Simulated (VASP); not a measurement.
# Mo (I4/mmm) in VASP: notebook

The runs below take Mo through single point, with PBE.

Everything below comes from runs of VASP 6.6.1. Logs are shortened: lines on timing, memory, paths and dates and some standing lists are left out, and cuts for length are marked.

## (1) The cell of the first run

Symmetry: I4/mmm, No. 139, tetragonal system. The conventional cell has a = 2.957 Å, b = 2.957 Å, c = 3.548 Å, α = 90.00°, β = 90.00°, γ = 90.00°. Mo (site symmetry 4/mmm) has 14 Mo at 2.74 to 3.55 Å within 3.6 Å.

## (2) Single point, PBE

Input file INCAR:

```
PREC     = Accurate       # precision mode
ENCUT    = 520            # plane-wave cutoff, eV
EDIFF    = 1E-7           # SCF threshold, eV
ISMEAR   = 0              # smearing method
SIGMA    = 0.15           # smearing width, eV
LREAL    = F              # projectors in reciprocal space
LASPH    = T              # aspherical terms in the spheres
NELM     = 100            # most SCF steps
ALGO     = Fast           # electronic algorithm
ISIF     = 2              # what is computed and relaxed
LWAVE    = F              # write WAVECAR
LCHARG   = F              # write CHGCAR
GGA      = PE             # functional
NBANDS   = 13             # bands
```

Input file KPOINTS:

```
Automatic mesh
0
Gamma
  24 24 24
```

Input file POSCAR:

```
Mo
1.0
   -1.4783676014      1.4783676014      1.7740411216
    1.4783676014     -1.4783676014      1.7740411216
    1.4783676014      1.4783676014     -1.7740411216
Mo
1
Direct
    0.0000000000      0.0000000000      0.0000000000
```

Potentials or basis: VASP PAW PBE potentials, release 64 (Mo_sv).

The run is started by

```sh
$ cat potpaw_PBE.64/Mo_sv/POTCAR > POTCAR
$ mpirun -np 1 vasp_std > vasp.out
```

OUTCAR:

```text
PREC = Accurate
   ENCUT = 520
   EDIFF = 1E-7
   ISMEAR = 0
   LREAL = F
   LASPH = T
   NELM = 100
   ISIF = 2
   GGA = PE

 ion  position               nearest neighbor table
   1  0.000  0.000  0.000-

  LATTYP: Found a body centered tetragonal cell.
 ALAT       =     2.9567352028
 C/A-ratio  =     1.1999999999

  Lattice vectors:

 A1 = (  -1.4783676014,   1.4783676014,   1.7740411216)
 A2 = (   1.4783676014,  -1.4783676014,   1.7740411216)
 A3 = (   1.4783676014,   1.4783676014,  -1.7740411216)

Analysis of symmetry for initial positions (statically):
=====================================================================
 Subroutine PRICEL returns:
 Original cell was already a primitive cell.

 Routine SETGRP: Setting up the symmetry group for a
 body centered tetragonal supercell.

 Subroutine GETGRP returns: Found 16 space group operations
 (whereof 16 operations were pure point group operations)
 out of a pool of 16 trial point group operations.

The static configuration has the point symmetry D_4h.

Analysis of symmetry for dynamics (positions and initial velocities):
=====================================================================
 Subroutine PRICEL returns:
 Original cell was already a primitive cell.

 Routine SETGRP: Setting up the symmetry group for a
 body centered tetragonal supercell.

 Subroutine GETGRP returns: Found 16 space group operations
 (whereof 16 operations were pure point group operations)
 out of a pool of 16 trial point group operations.

The dynamic configuration has the point symmetry D_4h.

 Subroutine INISYM returns: Found 16 space group operations
 (whereof 16 operations are pure point group operations),
 and found     1 'primitive' translations

----------------------------------------------------------------------------------------

                                     Primitive cell

  volume of cell :      15.5092

  direct lattice vectors                    reciprocal lattice vectors
    -1.478367601  1.478367601  1.774041122     0.000000000  0.338210875  0.281842396
     1.478367601 -1.478367601  1.774041122     0.338210875  0.000000000  0.281842396
     1.478367601  1.478367601 -1.774041122     0.338210875  0.338210875  0.000000000

  length of vectors
     2.741963426  2.741963426  2.741963426     0.440251896  0.440251896  0.478302406

  position of ions in fractional coordinates (direct lattice)
     0.000000000  0.000000000  0.000000000

  ion indices of the primitive-cell ions
   primitive index   ion index
                 1           1

----------------------------------------------------------------------------------------

 KPOINTS: Automatic mesh

Automatic generation of k-mesh.
 Grid dimensions read from file:
 generate k-points for:   24   24   24

 Generating k-lattice:

  Cartesian coordinates                     Fractional coordinates (reciprocal lattice)
     0.000000000  0.014092120  0.011743433     0.041666667  0.000000000  0.000000000
     0.014092120  0.000000000  0.011743433     0.000000000  0.041666667  0.000000000
     0.014092120  0.014092120  0.000000000     0.000000000  0.000000000  0.041666667

  Length of vectors
     0.018343829  0.018343829  0.019929267

  Shift w.r.t. Gamma in fractional coordinates (k-lattice)
     0.000000000  0.000000000  0.000000000

 Subroutine IBZKPT returns following result:
 ===========================================

 Found   1063 irreducible k-points:

 Following reciprocal coordinates:
            Coordinates               Weight
  0.000000  0.000000  0.000000      1.000000
  0.041667  0.000000 -0.000000      8.000000
  0.083333  0.000000 -0.000000      8.000000
  0.125000  0.000000  0.000000      8.000000
  0.166667  0.000000  0.000000      8.000000
  0.208333  0.000000  0.000000      8.000000
[... 16 lines left out ...]
  0.416667  0.041667 -0.000000     16.000000
  0.458333  0.041667 -0.000000     16.000000
 [... further k-points ...]
   k-points           NKPTS =   1063   k-points in BZ     NKDIM =   1063   number of bands    NBANDS=     13
   number of dos      NEDOS =    301   number of ions     NIONS =      1
   total plane-waves  NPLWV =   8000
   dimension x,y,z NGX =    20 NGY =   20 NGZ =   20
   dimension x,y,z NGXF=    40 NGYF=   40 NGZF=   40
   ions per type =               1
   NGX,Y,Z   is equivalent  to a cutoff of  12.13, 12.13, 12.13 a.u.
   NGXF,Y,Z  is equivalent  to a cutoff of  24.25, 24.25, 24.25 a.u.
 SYSTEM =  unknown system
   PREC   = accura    normal or accurate (medium, high low for compatibility)
   ISTART =      0    job   : 0-new  1-cont  2-samecut
   ICHARG =      2    charge: 1-file 2-atom 10-const
   ISPIN  =      1    spin polarized calculation?
   LNONCOLLINEAR =      F non collinear calculations
   LSORBIT =      F    spin-orbit coupling
   LASPH  =      T    aspherical Exc in radial PAW
   ENCUT  =  520.0 eV  38.22 Ry    6.18 a.u.   5.10  5.10  5.10*2*pi/ulx,y,z
   NELM   =    100;   NELMIN=  2; NELMDL= -5     # of ELM steps
   EDIFF  = 0.1E-06   stopping-criterion for ELM
   LREAL  =      F    real-space projection
   EDIFFG = 0.1E-05   stopping-criterion for IOM
   NSW    =      0    number of steps for IOM
   IBRION =     -1    ionic relax: 0-MD 1-quasi-New 2-CG
   NFREE  =      0    steps in history (QN), initial steepest desc. (CG)
   ISIF   =      2    stress and relaxation
   ISYM   =      2    0-nonsym 1-usesym 2-fastsym
   POTIM  = 0.5000    time-step for ionic-motion
   TEBEG  =    0.0;   TEEND  =   0.0 temperature during run
   PSTRESS=    0.0 pullay stress
   NELECT =      14.0000    total number of electrons
   NUPDOWN=      -1.0000    fix difference up-down
   EMIN   =  10.00;   EMAX   =-10.00  energy-range for DOS
   EFERMI =   0.00;   METHOD = LEGACY
   ISMEAR =     0;   SIGMA  =   0.15  broadening in eV -4-tet -1-fermi 0-gaus
   EFERMI_NEDOS =   21; number of points for ismear=-14 and -15
   IALGO  =     68    algorithm
   IMIX   =      4    mixing-type and parameters
     AMIX     =   0.40;   BMIX     =  1.00
     AMIX_MAG =   1.60;   BMIX_MAG =  1.00
  volume/ion in A,a.u.               =      15.51       104.66
  Fermi-wavevector in a.u.,A,eV,Ry     =   1.582176  2.989878 34.059184  2.503279
  Thomas-Fermi vector in A             =   2.682139
   LORBIT       =      0    0 simple, 1 ext, 2 COOP (PROOUT), +10 PAW based schemes
   GGA     = PE    functional components
   LHFCALC =     F    Hartree Fock is set to
   AEXX    =    0.0000 exact exchange contribution
   IVDW    =     0    specifies the selected vdW correction
   LEPSILON=     F    determine dielectric tensor
   LRPA    =     F    only Hartree local field effects (RPA)
 non-spin polarized calculation
 RMM-DIIS sequential band-by-band and
 Gauss-broadening in eV      SIGMA  =   0.15
  energy-cutoff  :      520.00
  volume of cell :       15.51
 maximum number of plane-waves:       434
   NGX = 11   NGY = 11   NGZ = 11

 number of electron      14.0000001 magnetization

 Free energy of the ion-electron system (eV)
  ---------------------------------------------------
  ext. energy  EPLUGINS =         0.00000000
  ---------------------------------------------------
  free energy    TOTEN  =       -10.67745253 eV

  energy without entropy =      -10.66592027  energy(sigma->0) =      -10.67168640

 E-fermi :  12.6334     XC(G=0): -13.4274

 val. band max:       12.6296789300   @ k =  -0.4583  -0.4583   0.2917
 cond. band min:      12.6336081343   @ k =   0.5000   0.0417   0.0000
 fundamental gap:      0.0039292043
 Fermi energy:        12.6333980906

 k-point     1 :       0.0000    0.0000    0.0000
  band No.  band energies     occupation
      1     -48.5031      2.00000
      2     -21.7676      2.00000
      3     -21.7676      2.00000
      4     -21.7439      2.00000
      5       5.4641      2.00000
      6      11.0782      2.00000
      7      11.0782      2.00000
      8      12.8630      0.03043
      9      12.9073      0.00980
     10      15.0996      0.00000
     11      25.8637      0.00000
     12      29.0549      0.00000
     13      29.0549      0.00000

 k-point     2 :       0.0417    0.0000   -0.0000
  band No.  band energies     occupation
      1     -48.4988      2.00000
      2     -21.7879      2.00000
      3     -21.7735      2.00000
      4     -21.7508      2.00000
      5       5.5391      2.00000
      6      11.0725      2.00000
      7      11.1077      2.00000
      8      12.8567      0.03524
      9      12.8854      0.01749
     10      15.0612      0.00000
     11      26.0051      0.00000
     12      29.0564      0.00000
     13      29.1813      0.00000

 k-point     3 :       0.0833    0.0000   -0.0000
  band No.  band energies     occupation
      1     -48.4860      2.00000
      2     -21.8624      2.00000
      3     -21.7910      2.00000
      4     -21.7558      2.00000
      5       5.7578      2.00000
      6      11.0477      2.00000
      7      11.1791      2.00000
      8      12.8379      0.05387
      9      12.8586      0.03373
     10      14.9580      0.00000
     11      26.4004      0.00000
     12      29.0033      0.00000
     13      29.5544      0.00000

 k-point     4 :       0.1250    0.0000    0.0000
  band No.  band energies     occupation
      1     -48.4655      2.00000
      2     -21.9834      2.00000
      3     -21.8186      2.00000
      4     -21.7599      2.00000
      5       6.1007      2.00000
      6      10.9906      2.00000
      7      11.2413      2.00000
      8      12.8067      0.10224
      9      12.9292      0.00529
     10      14.8214      0.00000
     11      26.9520      0.00000
     12      28.7912      0.00000
     13      30.1578      0.00000

 k-point     5 :       0.1667    0.0000    0.0000
  band No.  band energies     occupation
      1     -48.4387      2.00000
      2     -22.1397      2.00000
      3     -21.8544      2.00000
      4     -21.7646      2.00000
      5       6.5301      2.00000
      6      10.9106      2.00000
      7      11.2306      2.00000
      8      12.8235      0.07311
      9      13.1431      0.00000
     10      14.6929      0.00000
     11      27.3660      0.00000
     12      28.5598      0.00000
     13      30.9676      0.00000
[... 257 lines left out ...]
 k-point    22 :       0.3750    0.0417   -0.0000
  band No.  band energies     occupation
      1     -48.2684      2.00000
      2     -23.0539      2.00000
      3     -22.0843      2.00000
      4     -21.7960      2.00000
      5       7.6411      2.00000
      6      10.3850      2.00000
      7      12.6452      0.91170
      8      12.8965      0.01312
      9      15.2892      0.00000
     10      16.5053      0.00000
     11      24.5637      0.00000
     12      26.4727      0.00000
     13      32.2787      0.00000

 k-point    23 :       0.4167    0.0417   -0.0000
  band No.  band energies     occupation
      1     -48.2505      2.00000
      2     -23.1451      2.00000
      3     -22.1058      2.00000
      4     -21.8011      2.00000
      5       7.5727      2.00000
      6      10.2823      2.00000
      7      12.7498      0.27234
      8      13.3339      0.00000
      9      15.5722      0.00000
     10      16.9785      0.00000
     11      24.2225      0.00000
     12      25.6543      0.00000
     13      31.4649      0.00000

 k-point    24 :       0.4583    0.0417   -0.0000
  band No.  band energies     occupation
      1     -48.2408      2.00000
      2     -23.1939      2.00000
      3     -22.1165      2.00000
      4     -21.8051      2.00000
      5       7.5297      2.00000
      6      10.2253      2.00000
      7      12.6871      0.61274
      8      13.7501      0.00000
      9      15.7491      0.00000
     10      17.2331      0.00000
     11      24.0051      0.00000
     12      25.1827      0.00000
     13      31.0422      0.00000

 [... further k-points ...]

------------------------ aborting loop because EDIFF is reached ----------------------------------------

  FORCE on cell =-STRESS in cart. coord.  units (eV):
  Direction    XX          YY          ZZ          XY          YZ          ZX
  --------------------------------------------------------------------------------------
  -------------------------------------------------------------------------------------
  Total        1.7903563      1.7903563     -1.1222807      0.0000000     -0.0000000     -0.0000000
  in kB      184.9530540    184.9530540   -115.9373981      0.0000000     -0.0000000     -0.0000000
  external PRESSURE =      84.6562366 kB  Pullay stress =       0.0000000 kB

 VOLUME and BASIS-vectors are now :
 -----------------------------------------------------------------------------
  energy-cutoff  :      520.00
  volume of cell :       15.51
      direct lattice vectors                 reciprocal lattice vectors
    -1.478367601  1.478367601  1.774041122     0.000000000  0.338210875  0.281842396
     1.478367601 -1.478367601  1.774041122     0.338210875  0.000000000  0.281842396
     1.478367601  1.478367601 -1.774041122     0.338210875  0.338210875  0.000000000

 POSITION                                       TOTAL-FORCE (eV/Angst)
 -----------------------------------------------------------------------------------
      0.00000      0.00000      0.00000         0.000000      0.000000     -0.000000
 -----------------------------------------------------------------------------------
    total drift:                                0.000000     -0.000000      0.000000

  FREE ENERGIE OF THE ION-ELECTRON SYSTEM (eV)
  ---------------------------------------------------
  free  energy   TOTEN  =       -10.6774525324 eV

  energy  without entropy=      -10.6659202689  energy(sigma->0) =      -10.67168640
```

Wall time 99 s (1 thread of AMD EPYC 9R45 (Zen 5), shared host); peak memory 0.26 GiB.

What came out:

```yaml
Free_energy: -10.6775 eV
Pressure: 8.5 GPa
Band_gap_on_the_k_mesh: zero (bands 7 and 8 overlap by 4.80 eV)
```

Stress tensor (GPa, compression positive):
```
 18.50   0.00   0.00
  0.00  18.50   0.00
  0.00   0.00 -11.59
```

Caveat: the cell stands under pressure.

## (3) Single point, PBE

Input file INCAR:

```
SYSTEM = Mo
ALGO = Fast ; EDIFF = 1E-7
ENCUT = 520 ; GGA = PE
ISIF = 2 ; ISMEAR = 0
LASPH = .TRUE. ; LCHARG = .FALSE.
LREAL = .FALSE. ; LWAVE = .FALSE.
NBANDS = 13 ; NELM = 100
PREC = Accurate ; SIGMA = 0.15
```

Input file KPOINTS:

```
k-points
0
G
  24 24 24
  0 0 0
```

Input file POSCAR:

```
Mo
1.0
   -1.7066507299      1.7066507299      1.3311875693
    1.7066507299     -1.7066507299      1.3311875693
    1.7066507299      1.7066507299     -1.3311875693
Mo
1
Direct
    0.0000000000      0.0000000000      0.0000000000
```

Potentials or basis: VASP PAW PBE potentials, release 64 (Mo_sv).

The run is started by

```sh
$ cat potpaw_PBE.64/Mo_sv/POTCAR > POTCAR
$ mpirun -np 1 vasp_std > vasp.out
```

It took 96 s on 1 thread of AMD EPYC 9R45 (Zen 5), shared host; peak memory 0.26 GiB.

Results (log left out):

```yaml
Free_energy: -10.5138 eV
Pressure: 12.2 GPa
Band_gap_on_the_k_mesh: zero (bands 7 and 8 overlap by 5.98 eV)
```

Stress tensor (GPa, compression positive):
```
 2.27  0.00  0.00
 0.00  2.27  0.00
 0.00  0.00 32.18
```

Levels at points of the mesh, in eV from the Fermi level:
```csv
k point,band 4,band 5,band 6,band 7,band 8,band 9,band 10,band 11
"(0.00, 0.00, 0.00)",-34.06,-7.11,-2.91,-0.74,0.45,0.45,3.12,13.93
"(0.50, 0.00, 0.00)",-34.59,-5.31,-4.06,1.40,2.81,4.41,4.68,12.20
"(0.50, 0.50, 0.00)",-34.31,-4.99,-0.80,-0.65,0.54,1.33,4.72,10.43
"(0.50, 0.50, 0.50)",-34.59,-5.62,-5.06,4.20,4.20,4.73,7.17,7.17
```

Caveat: the cell stands under pressure.

[end of part 1 of 2]
